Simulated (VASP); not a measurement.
# InSe: single point with PBEsol

Crystal: InSe.

```
In Se
1.0
     1.74256    1.00607    7.53391
    -1.74256    1.00607    7.53391
     0.00000   -2.01213    7.53391
In Se
2 2
Direct
  0.88825 0.88825 0.88825
  0.00001 0.00001 0.00001
  0.15755 0.15755 0.15755
  0.39819 0.39819 0.39819
```

```
Program                : VASP 6.6.1
Task                   : single point
Functional             : PBEsol
Potentials or basis    : VASP PAW PBE potentials, release 64 (In_d, Se)
Cutoff                 : 520 eV
k mesh                 : 8 × 8 × 8
Occupations            : fermi-dirac, width 0.05 eV
Spin                   : no spin polarisation
Dipole correction      : no
Further INCAR settings : ALGO = Normal; EDIFF = 1e-06; NBANDS = 27
```

```yaml
Pressure: 30.2 GPa
Largest_force: 0.030 eV/Å
Band_gap_on_the_k_mesh: 0.01 eV (least direct gap 1.67 eV)
```

Forces on the atoms (eV/Å):
```
In   0.000  0.000  0.029
In   0.000  0.000 -0.030
Se   0.000  0.000 -0.029
Se   0.000  0.000  0.030
```

Levels at points of the mesh, in eV from the valence-band top:
| k point | band 15 | band 16 | band 17 | band 18 | band 19 | band 20 | band 21 | band 22 | band 23 | band 24 |
| --- | --- | --- | --- | --- | --- | --- | --- | --- | --- | --- |
| (0.00, 0.00, 0.00) | -3.77 | -1.51 | -1.51 | -0.52 | -0.52 | 3.58 | 3.81 | 3.98 | 5.51 | 5.51 |
| (0.50, 0.00, 0.00) | -5.26 | -4.39 | -3.30 | -2.42 | -1.92 | 0.01 | 2.55 | 3.33 | 4.26 | 5.31 |
| (0.50, 0.50, 0.00) | -4.99 | -4.26 | -3.48 | -2.52 | -1.58 | 0.10 | 2.04 | 2.62 | 3.50 | 3.88 |
| (0.50, 0.50, 0.50) | -1.57 | -1.57 | -0.42 | -0.42 | -0.41 | 1.26 | 3.83 | 5.17 | 5.17 | 5.69 |

Wall time 5.6 min on 1 thread of Intel(R) Xeon(R) 6975P-C (Granite Rapids), on a shared host, peak memory 0.52 GiB.

Caveat: the cell stands under pressure; the PAW data sets were made with another functional, which shifts forces and pressure a little; spin-orbit coupling is left out, which moves the levels of the heavy elements. A k mesh can miss the band edges.
